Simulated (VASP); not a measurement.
# NiPt (P4/mmm) in VASP: notebook, part 2 of 2

VASP 6.6.1. Earlier steps stand in the parts before.

## 4. Single point, LDA (volume scaled by 1.04)

Input file INCAR:

```
PREC = Accurate ; ENCUT = 520
EDIFF = 1E-6 ; ISMEAR = -1
SIGMA = 0.1 ; LREAL = F
LASPH = T ; NELM = 100
ALGO = Normal ; ISIF = 2
LWAVE = F ; LCHARG = F
GGA = CA ; NBANDS = 17
```

Input file KPOINTS:

```
Automatic mesh
0
Gamma
  11 11 8
```

Input file POSCAR:

```
NiPt
1.0
    2.7456009862      0.0000000000      0.0000000000
    0.0000000000      2.7456009862      0.0000000000
    0.0000000000      0.0000000000      3.6254085579
Ni Pt
1 1
Direct
    0.5000000000      0.5000000000      0.5000000000
    0.0000000000      0.0000000000      0.0000000000
```

Potentials or basis: VASP PAW LDA potentials, release 64 (Ni, Pt).

Command:

```
cat potpaw_LDA.64/Ni/POTCAR potpaw_LDA.64/Pt/POTCAR > POTCAR
mpirun -np 1 vasp_std > vasp.out
```

OUTCAR:

```text
PREC = Accurate
   ENCUT = 520
   EDIFF = 1E-6
   ISMEAR = -1
   LREAL = F
   LASPH = T
   NELM = 100
   ISIF = 2
   GGA = CA

 ion  position               nearest neighbor table
   1  0.500  0.500  0.500-   2 2.66   2 2.66   2 2.66   2 2.66   2 2.66   2 2.66   2 2.66   2 2.66

   2  0.000  0.000  0.000-   1 2.66   1 2.66   1 2.66   1 2.66   1 2.66   1 2.66   1 2.66   1 2.66

  LATTYP: Found a simple tetragonal cell.
 ALAT       =     2.7456009862
 C/A-ratio  =     1.3204426193

  Lattice vectors:

 A1 = (   2.7456009862,   0.0000000000,   0.0000000000)
 A2 = (   0.0000000000,   2.7456009862,   0.0000000000)
 A3 = (   0.0000000000,   0.0000000000,   3.6254085579)

Analysis of symmetry for initial positions (statically):
=====================================================================
 Subroutine PRICEL returns:
 Original cell was already a primitive cell.

 Routine SETGRP: Setting up the symmetry group for a
 simple tetragonal supercell.

 Subroutine GETGRP returns: Found 16 space group operations
 (whereof 16 operations were pure point group operations)
 out of a pool of 16 trial point group operations.

The static configuration has the point symmetry D_4h.

Analysis of symmetry for dynamics (positions and initial velocities):
=====================================================================
 Subroutine PRICEL returns:
 Original cell was already a primitive cell.

 Routine SETGRP: Setting up the symmetry group for a
 simple tetragonal supercell.

 Subroutine GETGRP returns: Found 16 space group operations
 (whereof 16 operations were pure point group operations)
 out of a pool of 16 trial point group operations.

The dynamic configuration has the point symmetry D_4h.

 Subroutine INISYM returns: Found 16 space group operations
 (whereof 16 operations are pure point group operations),
 and found     1 'primitive' translations

----------------------------------------------------------------------------------------

                                     Primitive cell

  volume of cell :      27.3295

  direct lattice vectors                    reciprocal lattice vectors
     2.745600986  0.000000000  0.000000000     0.364218983  0.000000000  0.000000000
     0.000000000  2.745600986  0.000000000     0.000000000  0.364218983  0.000000000
     0.000000000  0.000000000  3.625408558     0.000000000  0.000000000  0.275830981

  length of vectors
     2.745600986  2.745600986  3.625408558     0.364218983  0.364218983  0.275830981

  position of ions in fractional coordinates (direct lattice)
     0.500000000  0.500000000  0.500000000
     0.000000000  0.000000000  0.000000000

  ion indices of the primitive-cell ions
   primitive index   ion index
                 1           1
                 2           2

----------------------------------------------------------------------------------------

 KPOINTS: Automatic mesh

Automatic generation of k-mesh.
 Grid dimensions read from file:
 generate k-points for:   11   11    8

 Generating k-lattice:

  Cartesian coordinates                     Fractional coordinates (reciprocal lattice)
     0.033110817  0.000000000  0.000000000     0.090909091  0.000000000  0.000000000
     0.000000000  0.033110817  0.000000000     0.000000000  0.090909091  0.000000000
     0.000000000  0.000000000  0.034478873     0.000000000  0.000000000  0.125000000

  Length of vectors
     0.033110817  0.033110817  0.034478873

  Shift w.r.t. Gamma in fractional coordinates (k-lattice)
     0.000000000  0.000000000  0.000000000

 Subroutine IBZKPT returns following result:
 ===========================================

 Found    105 irreducible k-points:

 Following reciprocal coordinates:
            Coordinates               Weight
  0.000000  0.000000  0.000000      1.000000
  0.090909  0.000000  0.000000      4.000000
  0.181818  0.000000  0.000000      4.000000
  0.272727  0.000000  0.000000      4.000000
  0.363636  0.000000  0.000000      4.000000
  0.454545  0.000000  0.000000      4.000000
[... 16 lines left out ...]
  0.090909  0.000000  0.125000      8.000000
  0.181818  0.000000  0.125000      8.000000
 [... further k-points ...]
   k-points           NKPTS =    105   k-points in BZ     NKDIM =    105   number of bands    NBANDS=     17
   number of dos      NEDOS =    301   number of ions     NIONS =      2
   total plane-waves  NPLWV =  11200
   dimension x,y,z NGX =    20 NGY =   20 NGZ =   28
   dimension x,y,z NGXF=    40 NGYF=   40 NGZF=   56
   ions per type =               1   1
   NGX,Y,Z   is equivalent  to a cutoff of  12.11, 12.11, 12.84 a.u.
   NGXF,Y,Z  is equivalent  to a cutoff of  24.22, 24.22, 25.68 a.u.
 SYSTEM =  unknown system
   PREC   = accura    normal or accurate (medium, high low for compatibility)
   ISTART =      0    job   : 0-new  1-cont  2-samecut
   ICHARG =      2    charge: 1-file 2-atom 10-const
   ISPIN  =      1    spin polarized calculation?
   LNONCOLLINEAR =      F non collinear calculations
   LSORBIT =      F    spin-orbit coupling
   LASPH  =      T    aspherical Exc in radial PAW
   ENCUT  =  520.0 eV  38.22 Ry    6.18 a.u.   5.10  5.10  6.74*2*pi/ulx,y,z
   NELM   =    100;   NELMIN=  2; NELMDL= -5     # of ELM steps
   EDIFF  = 0.1E-05   stopping-criterion for ELM
   LREAL  =      F    real-space projection
   EDIFFG = 0.1E-04   stopping-criterion for IOM
   NSW    =      0    number of steps for IOM
   IBRION =     -1    ionic relax: 0-MD 1-quasi-New 2-CG
   NFREE  =      0    steps in history (QN), initial steepest desc. (CG)
   ISIF   =      2    stress and relaxation
   ISYM   =      2    0-nonsym 1-usesym 2-fastsym
   POTIM  = 0.5000    time-step for ionic-motion
   TEBEG  =    0.0;   TEEND  =   0.0 temperature during run
   PSTRESS=    0.0 pullay stress
   NELECT =      20.0000    total number of electrons
   NUPDOWN=      -1.0000    fix difference up-down
   EMIN   =  10.00;   EMAX   =-10.00  energy-range for DOS
   EFERMI =   0.00;   METHOD = LEGACY
   ISMEAR =    -1;   SIGMA  =   0.10  broadening in eV -4-tet -1-fermi 0-gaus
   EFERMI_NEDOS =   21; number of points for ismear=-14 and -15
   IALGO  =     38    algorithm
   IMIX   =      4    mixing-type and parameters
     AMIX     =   0.40;   BMIX     =  1.00
     AMIX_MAG =   1.60;   BMIX_MAG =  1.00
  volume/ion in A,a.u.               =      13.66        92.21
  Fermi-wavevector in a.u.,A,eV,Ry     =   1.475279  2.787874 29.612384  2.176449
  Thomas-Fermi vector in A             =   2.589948
   LORBIT       =      0    0 simple, 1 ext, 2 COOP (PROOUT), +10 PAW based schemes
   GGA     = CA    functional components
   LHFCALC =     F    Hartree Fock is set to
   AEXX    =    0.0000 exact exchange contribution
   IVDW    =     0    specifies the selected vdW correction
   LEPSILON=     F    determine dielectric tensor
   LRPA    =     F    only Hartree local field effects (RPA)
 non-spin polarized calculation
  energy-cutoff  :      520.00
  volume of cell :       27.33
 maximum number of plane-waves:       749
   NGX = 11   NGY = 11   NGZ = 13

 number of electron      20.0000022 magnetization

 Free energy of the ion-electron system (eV)
  ---------------------------------------------------
  ext. energy  EPLUGINS =         0.00000000
  ---------------------------------------------------
  free energy    TOTEN  =       -14.14713283 eV

  energy without entropy =      -14.01432092  energy(sigma->0) =      -14.08072688

 E-fermi :   9.3694     XC(G=0): -13.3487

 val. band max:        9.3657394848   @ k =   0.4545   0.4545   0.1250
 cond. band min:       9.3768779308   @ k =   0.1818   0.1818   0.3750
 fundamental gap:      0.0111384460
 Fermi energy:         9.3693779177

 k-point     1 :       0.0000    0.0000    0.0000
  band No.  band energies     occupation
      1       0.1134      2.00000
      2       3.7137      2.00000
      3       3.7959      2.00000
      4       6.7079      2.00000
      5       6.7079      2.00000
      6       7.6549      2.00000
[... 9 lines left out ...]
     16      27.4161      0.00000
     17      28.3268      0.00000

 k-point     2 :       0.0909    0.0000    0.0000
  band No.  band energies     occupation
      1       0.3225      2.00000
      2       3.8161      2.00000
      3       3.9440      2.00000
      4       6.5951      2.00000
      5       6.7676      2.00000
      6       7.6959      2.00000
[... 9 lines left out ...]
     16      27.5986      0.00000
     17      27.9517      0.00000
[... 421 lines left out ...]
 k-point    24 :       0.1818    0.0000    0.1250
  band No.  band energies     occupation
      1       1.1015      2.00000
      2       4.0785      2.00000
      3       4.5069      2.00000
      4       6.2603      2.00000
      5       6.9237      2.00000
      6       7.7430      2.00000
[... 9 lines left out ...]
     16      25.7770      0.00000
     17      28.5110      0.00000

 [... further k-points ...]
[... 5 lines left out ...]
  --------------------------------------------------------------------------------------
  -------------------------------------------------------------------------------------
  Total       -3.4553313     -3.4553313     -3.2349620      0.0000000      0.0000000      0.0000000
  in kB     -202.5668957   -202.5668957   -189.6478688      0.0000000      0.0000000      0.0000000
  external PRESSURE =    -198.2605534 kB  Pullay stress =       0.0000000 kB

 VOLUME and BASIS-vectors are now :
 -----------------------------------------------------------------------------
  energy-cutoff  :      520.00
  volume of cell :       27.33
      direct lattice vectors                 reciprocal lattice vectors
     2.745600986  0.000000000  0.000000000     0.364218983  0.000000000  0.000000000
     0.000000000  2.745600986  0.000000000     0.000000000  0.364218983  0.000000000
     0.000000000  0.000000000  3.625408558     0.000000000  0.000000000  0.275830981

 POSITION                                       TOTAL-FORCE (eV/Angst)
 -----------------------------------------------------------------------------------
      1.37280      1.37280      1.81270         0.000000      0.000000      0.000000
      0.00000      0.00000      0.00000         0.000000      0.000000      0.000000
 -----------------------------------------------------------------------------------
    total drift:                               -0.000000      0.000000      0.000000

  FREE ENERGIE OF THE ION-ELECTRON SYSTEM (eV)
  ---------------------------------------------------
  free  energy   TOTEN  =       -14.1471328320 eV

  energy  without entropy=      -14.0143209181  energy(sigma->0) =      -14.08072688
```

OSZICAR:

```text
N       E                     dE             d eps       ncg     rms          rms(c)
DAV:   1     0.957992437172E+02    0.95799E+02   -0.97840E+03  3730   0.140E+03
DAV:   2    -0.121020016571E+02   -0.10790E+03   -0.10052E+03  3668   0.258E+02
DAV:   3    -0.156009300111E+02   -0.34989E+01   -0.33999E+01  4041   0.547E+01
DAV:   4    -0.156417401811E+02   -0.40810E-01   -0.40781E-01  4318   0.509E+00
DAV:   5    -0.156427202944E+02   -0.98011E-03   -0.98006E-03  4254   0.860E-01    0.150E+01
DAV:   6    -0.169042917032E+02   -0.12616E+01   -0.12358E+01  3745   0.865E+01    0.173E+01
DAV:   7    -0.142547489658E+02    0.26495E+01   -0.63719E+00  4500   0.815E+01    0.613E+00
DAV:   8    -0.141555197206E+02    0.99229E-01   -0.33806E-01  4715   0.986E+00    0.183E+00
DAV:   9    -0.141494149949E+02    0.61047E-02   -0.18643E-02  4109   0.216E+00    0.769E-01
DAV:  10    -0.141472997346E+02    0.21153E-02   -0.36060E-03  4391   0.167E+00    0.194E-01
DAV:  11    -0.141471513402E+02    0.14839E-03   -0.30021E-04  5317   0.357E-01    0.966E-02
DAV:  12    -0.141471328299E+02    0.18510E-04   -0.32276E-05  5414   0.120E-01    0.127E-02
DAV:  13    -0.141471328320E+02   -0.20962E-08   -0.23286E-06  3094   0.147E-02
   1 F= -.14147133E+02 E0= -.14080727E+02  d E =-.132812E+00
```

stdout:

```text
POSCAR found type information on POSCAR NiPt
 POSCAR found :  2 types and       2 ions
 scaLAPACK will be used
 LDA part: xc-table for (Slater(with rela. corr.)+CA(PZ))
 , standard interpolation
 POSCAR, INCAR and KPOINTS ok, starting setup
 FFT: planning ... GRIDC
 FFT: planning ... GRID_SOFT
 FFT: planning ... GRID
 WAVECAR not read
 entering main loop
```

It took 23 s on 1 thread of Intel Xeon Platinum 8488C (Sapphire Rapids), shared host; peak memory 0.16 GiB.

What came out:

* Free energy: -14.1471 eV
* Pressure: -19.8 GPa
* Band gap on the k mesh: zero (band 10 reaches 9.96 eV, above the bottom of band 11 at 8.48 eV)

Stress tensor (GPa, compression positive):
```
-20.26   0.00   0.00
  0.00 -20.26   0.00
  0.00   0.00 -18.96
```

Caveat: spin-orbit coupling is left out, which moves the levels of the heavy elements. Spin polarisation is off, so any magnetic state and its effect on volume and gap are missing.

## 5. Single point, LDA (volume scaled by 1.1)

Input file INCAR:

```
SYSTEM = NiPt
  ALGO = Normal
  EDIFF = 1E-6
  ENCUT = 520
  ISIF = 2
  ISMEAR = -1
  LASPH = .True.
  LCHARG = .False.
  LREAL = .False.
  LWAVE = .False.
  NBANDS = 17
  NELM = 100
  PREC = Accurate
  SIGMA = 0.1
```

Input file KPOINTS:

```
k-points
0
Gamma
  11 11 8
  0 0 0
```

Input file POSCAR:

```
NiPt
1.0
    2.7974169635      0.0000000000      0.0000000000
    0.0000000000      2.7974169635      0.0000000000
    0.0000000000      0.0000000000      3.6938285827
Ni Pt
1 1
Direct
    0.5000000000      0.5000000000      0.5000000000
    0.0000000000      0.0000000000      0.0000000000
```

Command:

```
cat potpaw_LDA.64/Ni/POTCAR potpaw_LDA.64/Pt/POTCAR > POTCAR
mpirun -np 1 vasp_std > vasp.out
```

Run time: 22 s. Hardware: 1 thread of Intel Xeon Platinum 8488C (Sapphire Rapids), shared host; peak memory 0.17 GiB.

Results (log left out):

- Free energy: -13.9098 eV
- Pressure: -27.7 GPa
- Band gap on the k mesh: zero (band 10 reaches 9.00 eV, above the bottom of band 11 at 7.66 eV)

Stress tensor (GPa, compression positive):
```
-28.30   0.00   0.00
  0.00 -28.30   0.00
  0.00   0.00 -26.48
```

Levels at points of the mesh, in eV from the Fermi level:
| k point | band 7 | band 8 | band 9 | band 10 | band 11 | band 12 | band 13 | band 14 |
| --- | --- | --- | --- | --- | --- | --- | --- | --- |
| (0.00, 0.00, 0.00) | -1.17 | -0.65 | 0.03 | 0.22 | 0.22 | 3.10 | 9.91 | 11.24 |
| (0.00, 0.00, 0.50) | -1.74 | -1.11 | -1.11 | -1.11 | -0.63 | -0.55 | 15.50 | 15.91 |

Caveat: spin-orbit coupling is left out, which moves the levels of the heavy elements. Spin polarisation is off, so any magnetic state and its effect on volume and gap are missing.

## 6. Single point, LDA (volume scaled by 1.25)

Input file INCAR:

```
ALGO     = Normal         # electronic algorithm
EDIFF    = 1E-7           # SCF threshold, eV
ENCUT    = 520            # plane-wave cutoff, eV
GGA      = CA             # functional
ISIF     = 2              # what is computed and relaxed
ISMEAR   = -1             # smearing method
LASPH    = True           # aspherical terms in the spheres
LCHARG   = False          # write CHGCAR
LREAL    = False          # projectors in reciprocal space
LWAVE    = False          # write WAVECAR
NBANDS   = 17             # bands
NELM     = 80             # most SCF steps
PREC     = Accurate       # precision mode
SIGMA    = 0.1            # smearing width, eV
```

Input file KPOINTS:

```
k-points
0
Gamma
  11 11 8
```

Input file POSCAR:

```
NiPt
1.0
    2.9191941502      0.0000000000      0.0000000000
    0.0000000000      2.9191941502      0.0000000000
    0.0000000000      0.0000000000      3.8546283700
Ni Pt
1 1
Direct
    0.5000000000      0.5000000000      0.5000000000
    0.0000000000      0.0000000000      0.0000000000
```

Potentials or basis: VASP PAW LDA potentials, release 64 (Ni, Pt).

Command:

```
cat potpaw_LDA.64/Ni/POTCAR potpaw_LDA.64/Pt/POTCAR > POTCAR
mpirun -np 1 vasp_std > vasp.out
```

It took 31 s on 1 thread of Intel Xeon Platinum 8488C (Sapphire Rapids), shared host; peak memory 0.18 GiB.

It converged, with:

* Free energy: -13.0881 eV
* Pressure: -37.2 GPa
* Band gap on the k mesh: zero (band 10 reaches 7.02 eV, above the bottom of band 11 at 6.00 eV)

Stress tensor (GPa, compression positive):
```
-37.94   0.00   0.00
  0.00 -37.94   0.00
  0.00   0.00 -35.63
```

Levels at points of the mesh, in eV from the Fermi level:
| k point | band 6 | band 7 | band 8 | band 9 | band 10 | band 11 | band 12 | band 13 | band 14 | band 15 |
| --- | --- | --- | --- | --- | --- | --- | --- | --- | --- | --- |
| (0.00, 0.00, 0.00) | -1.27 | -0.98 | -0.53 | -0.01 | 0.16 | 0.16 | 3.13 | 8.61 | 10.60 | 10.60 |
| (0.00, 0.00, 0.50) | -1.46 | -1.46 | -0.89 | -0.89 | -0.87 | -0.51 | -0.50 | 14.85 | 14.85 | 14.86 |

Caveat: spin-orbit coupling is left out, which moves the levels of the heavy elements.

## 7. Overview

| cell | gap on the mesh (eV) | pressure (GPa) |
| --- | --- | --- |
| a = 2.673, b = 2.673, c = 3.530 Å, 2 atoms | none | -2.9 |
| a = 2.710, b = 2.710, c = 3.578 Å, 2 atoms | none | -12.5 |
| a = 2.746, b = 2.746, c = 3.625 Å, 2 atoms | none | -19.8 |
| a = 2.797, b = 2.797, c = 3.694 Å, 2 atoms | none | -27.7 |
| a = 2.919, b = 2.919, c = 3.855 Å, 2 atoms | none | -37.2 |

Alike in all rows: task single point; level LDA; potentials or basis VASP PAW LDA potentials, release 64 (Ni, Pt); no spin polarisation; k mesh 11 × 11 × 8; cutoff (eV) 520; smearing fermi-dirac 0.1 eV.

Caveats: spin-orbit coupling is left out, which moves the levels of the heavy elements.

Absolute energies hang on the potentials; compare differences alone.
